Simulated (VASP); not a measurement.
LiH, 2 atoms in the cell. It takes space group R-3m (No. 166, trigonal). The conventional cell has a = 3.538 Å, b = 3.538 Å, c = 4.296 Å, α = 90.00°, β = 90.00°, γ = 120.00°. Li (site symmetry -3m) has 8 H at 2.15 to 2.16 Å and 6 Li at 2.49 Å within 2.8 Å. Within 2.8 Å of H (site symmetry -3m) lie 8 Li at 2.15 to 2.16 Å and 6 H at 2.49 Å.  This cell differs from its parent crystal: strain along [111] -0.9%.

| Quantity | Value |
| --- | --- |
| Program | VASP 6.6.1 |
| Task | single point |
| Functional | HSE06 |
| Potentials or basis | VASP PAW PBE potentials, release 64 (Li_sv, H) |
| Cutoff | 520 eV |
| k mesh | 8 × 8 × 8 |
| Occupations | gaussian, width 0.01 eV |
| Spin | no spin polarisation |
| Dipole correction | no |
| Grid for exact exchange (PRECFOCK) | Normal |
| Further INCAR settings | ALGO = Normal; EDIFF = 1e-07; NBANDS = 9 |
| Screening parameter | 0.2079 1/Å |

Potentials or basis: VASP PAW PBE potentials, release 64 (Li_sv, H).

The run is started by

```sh
$ cat potpaw_PBE.64/Li_sv/POTCAR potpaw_PBE.64/H/POTCAR > POTCAR
$ cp INCAR.step1 INCAR
$ mpirun -np 1 vasp_std > vasp.out
$ cp INCAR.step2 INCAR
$ mpirun -np 1 vasp_std > vasp.out
```

Hardware: 1 thread of Intel(R) Xeon(R) 6975P-C (Granite Rapids) (shared host).

Estimate the wall time of this run.

Wall time 3.6 min on 1 thread of Intel(R) Xeon(R) 6975P-C (Granite Rapids) (shared host), peak memory 0.23 GiB. Counts: k points 65.
